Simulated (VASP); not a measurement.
Crystal: HfSi3O8.

```xyz
12
Lattice="3.7653 -3.8344 -0.0003 3.7653 3.8344 -0.0003 -0.0055 0.0000 7.5922" Properties=species:S:1:pos:R:3 pbc="T T T"
Hf    3.7653   -3.6816   -0.0003
Si    2.0600    1.9193    2.0401
Si    5.4650    1.9193    5.5516
Si    3.7625   -0.1735    3.7958
O     3.2020    2.9730    1.5661
O     2.9195   -1.1406    4.7948
O     1.4538    1.2442    0.6820
O     4.8209    0.7623    4.6030
O     6.0712    1.2442    6.9097
O     2.7041    0.7623    2.9887
O     4.3231    2.9730    6.0256
O     4.6056   -1.1406    2.7969
```

Base run:

```yaml
Program: VASP 6.6.1
Functional: r2SCAN
Potentials_or_basis: VASP PAW PBE potentials, release 64 (Hf_pv, Si, O)
Cutoff: 520 eV
k_mesh: 4 × 4 × 4
Occupations: gaussian, width 0.02 eV
Spin: no spin polarisation
```

Its results: band gap on the k mesh 5.68 eV; pressure -3.6 GPa; largest force 0.288 eV/Å.

The run is repeated on the same cell with these changes: functional from r2SCAN to PBEsol; further incar settings from ALGO = Normal; EDIFF = 1e-06; NBANDS = 47 to ALGO = Normal; EDIFF = 1e-07; NBANDS = 47. What comes out?

Band gap on the k mesh 5.12 eV; pressure -2.1 GPa; largest force 0.407 eV/Å.

Caveats: the PAW data sets were made with another functional, which shifts forces and pressure a little; spin-orbit coupling is left out, which moves the levels of the heavy elements; the cell stands under tension (at least some runs).

A k mesh can miss the band edges.
